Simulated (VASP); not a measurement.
# PbS (Fm-3m) in VASP: notebook

PbS is run at these levels: r2SCAN, r2SCAN+D4; tasks: single point.

Everything below comes from runs of VASP 6.6.1. Logs are shortened: lines on timing, memory, paths and dates and some standing lists are left out, and cuts for length are marked.

## 1. The cell of the first run

The structure is cubic, space group Fm-3m (No. 225). The conventional cell has a = 5.853 Å, b = 5.853 Å, c = 5.853 Å, α = 90.00°, β = 90.00°, γ = 90.00°. Within 3.9 Å of Pb (site symmetry m-3m) lie 6 S at 2.93 Å. S (site symmetry m-3m) has 6 Pb at 2.93 Å within 3.9 Å.

## 2. Single point, r2SCAN (25.07 Å³/atom)

The input, POSCAR:

```
PbS
1.0
    0.0000000000      2.9266584594      2.9266584594
    2.9266584594      0.0000000000      2.9266584594
    2.9266584594      2.9266584594      0.0000000000
Pb S
1 1
Direct
    0.0000000000      0.0000000000      0.0000000000
    0.5000000000      0.5000000000      0.5000000000
```

The input, INCAR.step1:

```
PREC = Accurate ; ENCUT = 550
ISMEAR = 0 ; SIGMA = 0.02
LREAL = F ; LASPH = T
NELM = 120 ; NBANDS = 17
GGA = PE ; ALGO = Normal
EDIFF = 1E-5 ; LWAVE = T
LCHARG = F ; GGA_COMPAT = F
```

The input, INCAR.step2:

```
PREC = Accurate ; ENCUT = 550
EDIFF = 1E-6 ; ISMEAR = 0
SIGMA = 0.02 ; LREAL = F
LASPH = T ; NELM = 120
ALGO = Normal ; ISIF = 2
LWAVE = F ; LCHARG = T
METAGGA = R2SCAN ; LMIXTAU = T
LELF = T ; LVHAR = T
NBANDS = 17 ; ISTART = 1
GGA_COMPAT = F
```

The input, KPOINTS:

```
Automatic mesh
0
Gamma
  8 8 8
```

Potentials or basis: VASP PAW PBE potentials, release 64 (Pb_d, S).

Run with:

```sh
$ cat potpaw_PBE.64/Pb_d/POTCAR potpaw_PBE.64/S/POTCAR > POTCAR
$ cp INCAR.step1 INCAR
$ mpirun -np 1 vasp_std > vasp.out
$ cp INCAR.step2 INCAR
$ mpirun -np 1 vasp_std > vasp.out
```

OUTCAR:

```text
PREC = Accurate
   ENCUT = 550
   EDIFF = 1E-6
   ISMEAR = 0
   LREAL = F
   LASPH = T
   NELM = 120
   ISIF = 2
   METAGGA = R2SCAN
   ISTART = 1

 ion  position               nearest neighbor table
   1  0.000  0.000  0.000-   2 2.93   2 2.93   2 2.93   2 2.93   2 2.93   2 2.93
   2  0.500  0.500  0.500-   1 2.93   1 2.93   1 2.93   1 2.93   1 2.93   1 2.93

  LATTYP: Found a face centered cubic cell.
 ALAT       =     5.8533169188

  Lattice vectors:

 A1 = (   0.0000000000,   2.9266584594,   2.9266584594)
 A2 = (   2.9266584594,   0.0000000000,   2.9266584594)
 A3 = (   2.9266584594,   2.9266584594,   0.0000000000)

Analysis of symmetry for initial positions (statically):
=====================================================================
 Subroutine PRICEL returns:
 Original cell was already a primitive cell.

 Routine SETGRP: Setting up the symmetry group for a
 face centered cubic supercell.

 Subroutine GETGRP returns: Found 48 space group operations
 (whereof 48 operations were pure point group operations)
 out of a pool of 48 trial point group operations.

The static configuration has the point symmetry O_h .

Analysis of symmetry for dynamics (positions and initial velocities):
=====================================================================
 Subroutine PRICEL returns:
 Original cell was already a primitive cell.

 Routine SETGRP: Setting up the symmetry group for a
 face centered cubic supercell.

 Subroutine GETGRP returns: Found 48 space group operations
 (whereof 48 operations were pure point group operations)
 out of a pool of 48 trial point group operations.

The dynamic configuration has the point symmetry O_h .

 Subroutine INISYM returns: Found 48 space group operations
 (whereof 48 operations are pure point group operations),
 and found     1 'primitive' translations

----------------------------------------------------------------------------------------

                                     Primitive cell

  volume of cell :      50.1356

  direct lattice vectors                    reciprocal lattice vectors
     0.000000000  2.926658459  2.926658459    -0.170843304  0.170843304  0.170843304
     2.926658459  0.000000000  2.926658459     0.170843304 -0.170843304  0.170843304
     2.926658459  2.926658459  0.000000000     0.170843304  0.170843304 -0.170843304

  length of vectors
     4.138920086  4.138920086  4.138920086     0.295909282  0.295909282  0.295909282

  position of ions in fractional coordinates (direct lattice)
     0.000000000  0.000000000  0.000000000
     0.500000000  0.500000000  0.500000000

  ion indices of the primitive-cell ions
   primitive index   ion index
                 1           1
                 2           2

----------------------------------------------------------------------------------------

 KPOINTS: Automatic mesh

Automatic generation of k-mesh.
 Grid dimensions read from file:
 generate k-points for:    8    8    8

 Generating k-lattice:

  Cartesian coordinates                     Fractional coordinates (reciprocal lattice)
    -0.021355413  0.021355413  0.021355413     0.125000000  0.000000000  0.000000000
     0.021355413 -0.021355413  0.021355413     0.000000000  0.125000000  0.000000000
     0.021355413  0.021355413 -0.021355413     0.000000000  0.000000000  0.125000000

  Length of vectors
     0.036988660  0.036988660  0.036988660

  Shift w.r.t. Gamma in fractional coordinates (k-lattice)
     0.000000000  0.000000000  0.000000000

 Subroutine IBZKPT returns following result:
 ===========================================

 Found     29 irreducible k-points:

 Following reciprocal coordinates:
            Coordinates               Weight
  0.000000  0.000000  0.000000      1.000000
  0.125000  0.000000  0.000000      8.000000
  0.250000  0.000000  0.000000      8.000000
  0.375000  0.000000  0.000000      8.000000
  0.500000  0.000000  0.000000      4.000000
  0.125000  0.125000  0.000000      6.000000
[... 16 lines left out ...]
  0.500000  0.250000  0.125000     48.000000
 -0.375000  0.250000  0.125000     24.000000
 [... further k-points ...]
   k-points           NKPTS =     29   k-points in BZ     NKDIM =     29   number of bands    NBANDS=     17
   number of dos      NEDOS =    301   number of ions     NIONS =      2
   total plane-waves  NPLWV =  32768
   dimension x,y,z NGX =    32 NGY =   32 NGZ =   32
   dimension x,y,z NGXF=    64 NGYF=   64 NGZF=   64
   ions per type =               1   1
   NGX,Y,Z   is equivalent  to a cutoff of  12.85, 12.85, 12.85 a.u.
   NGXF,Y,Z  is equivalent  to a cutoff of  25.71, 25.71, 25.71 a.u.
 SYSTEM =  unknown system
   PREC   = accura    normal or accurate (medium, high low for compatibility)
   ISTART =      1    job   : 0-new  1-cont  2-samecut
   ICHARG =      0    charge: 1-file 2-atom 10-const
   ISPIN  =      1    spin polarized calculation?
   LNONCOLLINEAR =      F non collinear calculations
   LSORBIT =      F    spin-orbit coupling
   LASPH  =      T    aspherical Exc in radial PAW
   ENCUT  =  550.0 eV  40.42 Ry    6.36 a.u.   7.91  7.91  7.91*2*pi/ulx,y,z
   NELM   =    120;   NELMIN=  2; NELMDL=  0     # of ELM steps
   EDIFF  = 0.1E-05   stopping-criterion for ELM
   LREAL  =      F    real-space projection
   EDIFFG = 0.1E-04   stopping-criterion for IOM
   NSW    =      0    number of steps for IOM
   IBRION =     -1    ionic relax: 0-MD 1-quasi-New 2-CG
   NFREE  =      0    steps in history (QN), initial steepest desc. (CG)
   ISIF   =      2    stress and relaxation
   ISYM   =      2    0-nonsym 1-usesym 2-fastsym
   POTIM  = 0.5000    time-step for ionic-motion
   TEBEG  =    0.0;   TEEND  =   0.0 temperature during run
   PSTRESS=    0.0 pullay stress
   NELECT =      20.0000    total number of electrons
   NUPDOWN=      -1.0000    fix difference up-down
   EMIN   =  10.00;   EMAX   =-10.00  energy-range for DOS
   EFERMI =   0.00;   METHOD = LEGACY
   ISMEAR =     0;   SIGMA  =   0.02  broadening in eV -4-tet -1-fermi 0-gaus
   EFERMI_NEDOS =   21; number of points for ismear=-14 and -15
   IALGO  =     38    algorithm
   IMIX   =      4    mixing-type and parameters
     AMIX     =   0.40;   BMIX     =  1.00
     AMIX_MAG =   1.60;   BMIX_MAG =  1.00
  volume/ion in A,a.u.               =      25.07       169.17
[... 20 lines left out ...]
  ext. energy  EPLUGINS =         0.00000000
  ---------------------------------------------------
  free energy    TOTEN  =       -65.57307770 eV

  energy without entropy =      -65.57307770  energy(sigma->0) =      -65.57307770

 E-fermi :   6.4346     XC(G=0): -10.4591

 val. band max:        6.3128835686   @ k =   0.5000   0.0000   0.0000
 cond. band min:       6.7699116099   @ k =   0.5000   0.0000   0.0000
 fundamental gap:      0.4570280413
 Fermi energy:         6.4346428313

 k-point     1 :       0.0000    0.0000    0.0000
  band No.  band energies     occupation
      1     -11.2788      2.00000
      2     -11.2788      2.00000
      3     -11.2788      2.00000
      4     -11.2648      2.00000
      5     -11.2648      2.00000
      6      -8.3549      2.00000
[... 9 lines left out ...]
     16      13.2739      0.00000
     17      15.2025      0.00000

 k-point     2 :       0.1250    0.0000    0.0000
  band No.  band energies     occupation
      1     -11.2781      2.00000
      2     -11.2766      2.00000
      3     -11.2766      2.00000
      4     -11.2650      2.00000
      5     -11.2650      2.00000
      6      -8.2100      2.00000
[... 9 lines left out ...]
     16      13.6759      0.00000
     17      16.5351      0.00000

 k-point     3 :       0.2500    0.0000    0.0000
  band No.  band energies     occupation
      1     -11.2878      2.00000
      2     -11.2878      2.00000
      3     -11.2770      2.00000
      4     -11.2492      2.00000
      5     -11.2492      2.00000
      6      -7.8072      2.00000
[... 9 lines left out ...]
     16      14.5696      0.00000
     17      18.8474      0.00000

 k-point     4 :       0.3750    0.0000    0.0000
  band No.  band energies     occupation
      1     -11.3015      2.00000
      2     -11.3015      2.00000
      3     -11.2766      2.00000
      4     -11.2307      2.00000
      5     -11.2307      2.00000
      6      -7.2830      2.00000
[... 9 lines left out ...]
     16      15.8469      0.00000
     17      18.7981      0.00000

 k-point     5 :       0.5000    0.0000    0.0000
  band No.  band energies     occupation
      1     -11.3072      2.00000
      2     -11.3072      2.00000
      3     -11.2766      2.00000
      4     -11.2230      2.00000
      5     -11.2230      2.00000
      6      -6.9998      2.00000
[... 9 lines left out ...]
     16      16.7919      0.00000
     17      17.3877      0.00000

 k-point     6 :       0.1250    0.1250    0.0000
  band No.  band energies     occupation
      1     -11.2832      2.00000
      2     -11.2817      2.00000
      3     -11.2689      2.00000
      4     -11.2689      2.00000
      5     -11.2604      2.00000
      6      -8.1579      2.00000
[... 9 lines left out ...]
     16      14.5484      0.00000
     17      16.0171      0.00000

 k-point     7 :       0.2500    0.1250    0.0000
  band No.  band energies     occupation
      1     -11.3037      2.00000
      2     -11.2833      2.00000
      3     -11.2713      2.00000
      4     -11.2574      2.00000
      5     -11.2459      2.00000
      6      -7.8314      2.00000
[... 9 lines left out ...]
     16      15.3594      0.00000
     17      17.4250      0.00000

 k-point     8 :       0.3750    0.1250    0.0000
  band No.  band energies     occupation
      1     -11.3227      2.00000
      2     -11.2843      2.00000
      3     -11.2775      2.00000
      4     -11.2451      2.00000
      5     -11.2279      2.00000
      6      -7.3299      2.00000
[... 9 lines left out ...]
     16      16.4450      0.00000
     17      18.7174      0.00000
[... 203 lines left out ...]
      1     -11.4532      2.00000
      2     -11.3006      2.00000
      3     -11.2436      2.00000
      4     -11.2160      2.00000
      5     -11.2119      2.00000
      6      -6.5427      2.00000
[... 9 lines left out ...]
     16      18.4516      0.00000
     17      18.5799      0.00000

 k-point    20 :      -0.3750    0.3750    0.0000
  band No.  band energies     occupation
      1     -11.4247      2.00000
      2     -11.2832      2.00000
      3     -11.2587      2.00000
      4     -11.2282      2.00000
      5     -11.2172      2.00000
      6      -6.4786      2.00000
[... 9 lines left out ...]
     16      17.8052      0.00000
     17      19.7162      0.00000

 k-point    21 :       0.5000    0.5000    0.0000
  band No.  band energies     occupation
      1     -11.4795      2.00000
      2     -11.3087      2.00000
      3     -11.2348      2.00000
      4     -11.2078      2.00000
      5     -11.2078      2.00000
      6      -6.4506      2.00000
[... 9 lines left out ...]
     16      18.9991      0.00000
     17      18.9991      0.00000

 k-point    22 :       0.3750    0.2500    0.1250
  band No.  band energies     occupation
      1     -11.3320      2.00000
      2     -11.2833      2.00000
      3     -11.2724      2.00000
      4     -11.2451      2.00000
      5     -11.2362      2.00000
      6      -7.4442      2.00000
[... 9 lines left out ...]
     16      16.6900      0.00000
     17      16.9904      0.00000

 k-point    23 :       0.5000    0.2500    0.1250
  band No.  band energies     occupation
      1     -11.3534      2.00000
      2     -11.2823      2.00000
      3     -11.2724      2.00000
      4     -11.2403      2.00000
      5     -11.2269      2.00000
      6      -6.9661      2.00000
[... 9 lines left out ...]
     16      17.0801      0.00000
     17      18.2309      0.00000

 k-point    24 :      -0.3750    0.2500    0.1250
  band No.  band energies     occupation
      1     -11.3612      2.00000
      2     -11.2870      2.00000
      3     -11.2622      2.00000
      4     -11.2460      2.00000
      5     -11.2210      2.00000
      6      -6.7231      2.00000
[... 9 lines left out ...]
     16      17.6724      0.00000
     17      18.1193      0.00000

 [... further k-points ...]
[... 5 lines left out ...]
  --------------------------------------------------------------------------------------
  -------------------------------------------------------------------------------------
  Total        1.2668761      1.2668761      1.2668761      0.0000000      0.0000000      0.0000000
  in kB       40.4854155     40.4854155     40.4854155      0.0000000      0.0000000      0.0000000
  external PRESSURE =      40.4854155 kB  Pullay stress =       0.0000000 kB

 VOLUME and BASIS-vectors are now :
 -----------------------------------------------------------------------------
  energy-cutoff  :      550.00
  volume of cell :       50.14
      direct lattice vectors                 reciprocal lattice vectors
     0.000000000  2.926658459  2.926658459    -0.170843304  0.170843304  0.170843304
     2.926658459  0.000000000  2.926658459     0.170843304 -0.170843304  0.170843304
     2.926658459  2.926658459  0.000000000     0.170843304  0.170843304 -0.170843304

 POSITION                                       TOTAL-FORCE (eV/Angst)
 -----------------------------------------------------------------------------------
      0.00000      0.00000      0.00000         0.000000     -0.000000      0.000000
      2.92666      2.92666      2.92666        -0.000000      0.000000     -0.000000
 -----------------------------------------------------------------------------------
    total drift:                                0.000000     -0.000000     -0.000000

  FREE ENERGIE OF THE ION-ELECTRON SYSTEM (eV)
  ---------------------------------------------------
  free  energy   TOTEN  =       -65.5730777049 eV

  energy  without entropy=      -65.5730777049  energy(sigma->0) =      -65.57307770
```

It took 1.9 min on 1 thread of Intel Xeon 8259CL, shared host; peak memory 0.2 GiB.

What came out:

```
Free energy            : -65.5731 eV
Pressure               : 4.0 GPa
Band gap on the k mesh : 0.46 eV
```

Levels at points of the mesh, in eV from the valence-band top:
```csv
k point,band 7,band 8,band 9,band 10,band 11,band 12,band 13,band 14
"(0.00, 0.00, 0.00)",-6.09,-2.62,-2.62,-2.62,5.61,5.61,5.61,6.96
"(0.50, 0.00, 0.00)",-9.44,-2.17,-2.17,0.00,0.46,2.02,2.02,9.16
"(0.50, 0.50, 0.00)",-7.50,-5.82,-3.96,-3.96,3.90,6.09,6.19,6.19
```

Caveat: the cell stands under pressure; the PAW data sets were made with another functional, which shifts forces and pressure a little; spin-orbit coupling is left out, which moves the levels of the heavy elements. A k mesh can miss the band edges.

## 3. Single point, r2SCAN+D4

POSCAR is that of step 2.

The input, INCAR.step1:

```
  PREC = Accurate
  ENCUT = 550
  ISMEAR = 0
  SIGMA = 0.02
  LREAL = False
  LASPH = True
  NELM = 120
  NBANDS = 17
  GGA = PE
  ALGO = Normal
  EDIFF = 1E-5
  LWAVE = True
  LCHARG = False
  GGA_COMPAT = False
```

The input, INCAR.step2:

```
  PREC = Accurate
  ENCUT = 550
  EDIFF = 1E-6
  ISMEAR = 0
  SIGMA = 0.02
  LREAL = False
  LASPH = True
  NELM = 120
  ALGO = Normal
  ISIF = 2
  LWAVE = False
  LCHARG = False
  METAGGA = R2SCAN
  LMIXTAU = True
  IVDW = 13
  VDW_S6 = 1.0
  VDW_S8 = 0.6018749
  VDW_A1 = 0.51559235
  VDW_A2 = 5.77342911
  NBANDS = 17
  ISTART = 1
  GGA_COMPAT = False
```

The input, KPOINTS:

```
regular mesh
0
Gamma
  8 8 8
```

Potentials or basis: VASP PAW PBE potentials, release 64 (Pb_d, S).

Run with:

```sh
$ cat potpaw_PBE.64/Pb_d/POTCAR potpaw_PBE.64/S/POTCAR > POTCAR
$ cp INCAR.step1 INCAR
$ mpirun -np 1 vasp_std > vasp.out
$ cp INCAR.step2 INCAR
$ mpirun -np 1 vasp_std > vasp.out
```

It took 1.8 min on 1 thread of Intel Xeon 8259CL, shared host; peak memory 0.2 GiB.

Results (log left out):

- Free energy: -65.8454 eV
- Pressure: 3.3 GPa
- Band gap on the k mesh: 0.46 eV
- Dispersion energy per atom: -0.136 eV

Levels at points of the mesh, in eV from the valence-band top:
| k point | band 7 | band 8 | band 9 | band 10 | band 11 | band 12 | band 13 | band 14 |
| --- | --- | --- | --- | --- | --- | --- | --- | --- |
| (0.00, 0.00, 0.00) | -6.09 | -2.62 | -2.62 | -2.62 | 5.61 | 5.61 | 5.61 | 6.96 |
| (0.50, 0.00, 0.00) | -9.44 | -2.17 | -2.17 | 0.00 | 0.46 | 2.02 | 2.02 | 9.16 |
| (0.50, 0.50, 0.00) | -7.50 | -5.82 | -3.96 | -3.96 | 3.90 | 6.09 | 6.19 | 6.19 |

Caveat: the cell stands under pressure; the PAW data sets were made with another functional, which shifts forces and pressure a little; spin-orbit coupling is left out, which moves the levels of the heavy elements.

## 4. Single point, r2SCAN (25.87 Å³/atom)

This run uses another cell than the first one, of 25.87 Å³/atom.

The input, POSCAR:

```
PbS
1.0
    0.0000000000      2.9574676547      2.9574676547
    2.9574676547      0.0000000000      2.9574676547
    2.9574676547      2.9574676547      0.0000000000
Pb S
1 1
Direct
    0.0000000000      0.0000000000      0.0000000000
    0.5000000000      0.5000000000      0.5000000000
```

The input, INCAR.step1:

```
PREC     = Accurate       # precision mode
ENCUT    = 550            # plane-wave cutoff, eV
ISMEAR   = 0              # smearing method
SIGMA    = 0.02           # smearing width, eV
LREAL    = False          # projectors in reciprocal space
LASPH    = True           # aspherical terms in the spheres
NELM     = 120            # most SCF steps
NBANDS   = 17             # bands
GGA      = PE             # functional
ALGO     = Normal         # electronic algorithm
EDIFF    = 1E-5           # SCF threshold, eV
LWAVE    = True           # write WAVECAR
LCHARG   = False          # write CHGCAR
GGA_COMPAT= False
```

The input, INCAR.step2:

```
PREC     = Accurate       # precision mode
ENCUT    = 550            # plane-wave cutoff, eV
EDIFF    = 1E-6           # SCF threshold, eV
ISMEAR   = 0              # smearing method
SIGMA    = 0.02           # smearing width, eV
LREAL    = False          # projectors in reciprocal space
LASPH    = True           # aspherical terms in the spheres
NELM     = 120            # most SCF steps
ALGO     = Normal         # electronic algorithm
ISIF     = 2              # what is computed and relaxed
LWAVE    = False          # write WAVECAR
LCHARG   = True           # write CHGCAR
METAGGA  = R2SCAN         # meta-GGA
LMIXTAU  = True         
LELF     = True           # ELF
LVHAR    = True         
NBANDS   = 17             # bands
ISTART   = 1            
GGA_COMPAT= False
```

The input, KPOINTS:

```
Automatic mesh
0
Gamma
  8 8 8
```

Run with:

```sh
$ cat potpaw_PBE.64/Pb_d/POTCAR potpaw_PBE.64/S/POTCAR > POTCAR
$ cp INCAR.step1 INCAR
$ mpirun -np 1 vasp_std > vasp.out
$ cp INCAR.step2 INCAR
$ mpirun -np 1 vasp_std > vasp.out
```

Wall time 94 s (1 thread of Intel Xeon 8259CL, shared host); peak memory 0.2 GiB.

Results (log left out):

| Quantity | Value |
| --- | --- |
| Free energy | -65.6028 eV |
| Pressure | 1.8 GPa |
| Band gap on the k mesh | 0.59 eV |

Levels at points of the mesh, in eV from the valence-band top:
| k point | band 7 | band 8 | band 9 | band 10 | band 11 | band 12 | band 13 | band 14 |
| --- | --- | --- | --- | --- | --- | --- | --- | --- |
| (0.00, 0.00, 0.00) | -6.10 | -2.40 | -2.40 | -2.40 | 5.56 | 5.56 | 5.56 | 7.09 |
| (0.50, 0.00, 0.00) | -9.19 | -1.99 | -1.99 | 0.00 | 0.59 | 2.14 | 2.14 | 9.16 |
| (0.50, 0.50, 0.00) | -7.40 | -5.48 | -3.69 | -3.69 | 4.09 | 6.02 | 6.11 | 6.11 |

Caveat: the PAW data sets were made with another functional, which shifts forces and pressure a little; spin-orbit coupling is left out, which moves the levels of the heavy elements.

## 5. The runs side by side

```tsv
level	cell	gap on the mesh (eV)	pressure (GPa)
r2SCAN	a = 4.139 Å, angles 60.0°, 2 atoms	0.46	4.0
r2SCAN+D4	a = 4.139 Å, angles 60.0°, 2 atoms	0.46	3.3
r2SCAN	a = 4.182 Å, angles 60.0°, 2 atoms	0.59	1.8
```

Alike in all rows: task single point; potentials or basis VASP PAW PBE potentials, release 64 (Pb_d, S); no spin polarisation; k mesh 8 × 8 × 8; cutoff (eV) 550; smearing gaussian 0.02 eV.

Caveats: the PAW data sets were made with another functional, which shifts forces and pressure a little; spin-orbit coupling is left out, which moves the levels of the heavy elements; the cell stands under pressure (at least some runs).

Absolute energies hang on the potentials; compare differences alone.
